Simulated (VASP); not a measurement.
Write the native input for VASP 6.6.1 that does the following.

```yaml
Task: single point
Functional: PBE
Potentials_or_basis: VASP PAW PBE potentials, release 64 (Sr_sv, Cl)
Cutoff: 520 eV
k_mesh: 6 × 6 × 6
Occupations: gaussian, width 0.05 eV
Spin: no spin polarisation
Dipole_correction: no
Further_INCAR_settings: ALGO = Normal; EDIFF = 1e-07; NBANDS = 19
```

The structure of SrCl2 lies in POSCAR:

```
SrCl2
1.0
    0.0000000000      3.6324925019      3.4617653543
    3.6324925019      0.0000000000      3.4617653543
    3.6324925019      3.6324925019      0.0000000000
Sr Cl
1 2
Direct
    0.0000000000      0.0000000000      0.0000000000
    0.2500000000      0.2500000000      0.2500000000
    0.7500000000      0.7500000000      0.7500000000
```

The input as run:

INCAR

```
SYSTEM = SrCl2
PREC = Accurate ; ENCUT = 520
EDIFF = 1E-7 ; ISMEAR = 0
SIGMA = 0.05 ; LREAL = .False.
LASPH = .True. ; NELM = 60
ALGO = Normal ; ISIF = 2
LWAVE = .False. ; LCHARG = .True.
GGA = PE ; LELF = .True.
LVHAR = .True. ; NBANDS = 19
```

KPOINTS

```
Automatic mesh
0
Gamma
  6 6 6
  0 0 0
```

Potentials or basis: VASP PAW PBE potentials, release 64 (Sr_sv, Cl).

Launch:

```console
$ cat potpaw_PBE.64/Sr_sv/POTCAR potpaw_PBE.64/Cl/POTCAR > POTCAR
$ mpirun -np 1 vasp_std > vasp.out
```

It gave:

The pressure is -1.3 GPa and the band gap on the k mesh is 4.82 eV (least direct gap 5.08 eV).

Wall time 96 s on 1 thread of Intel Xeon 8259CL, on a shared host, peak memory 0.26 GiB.
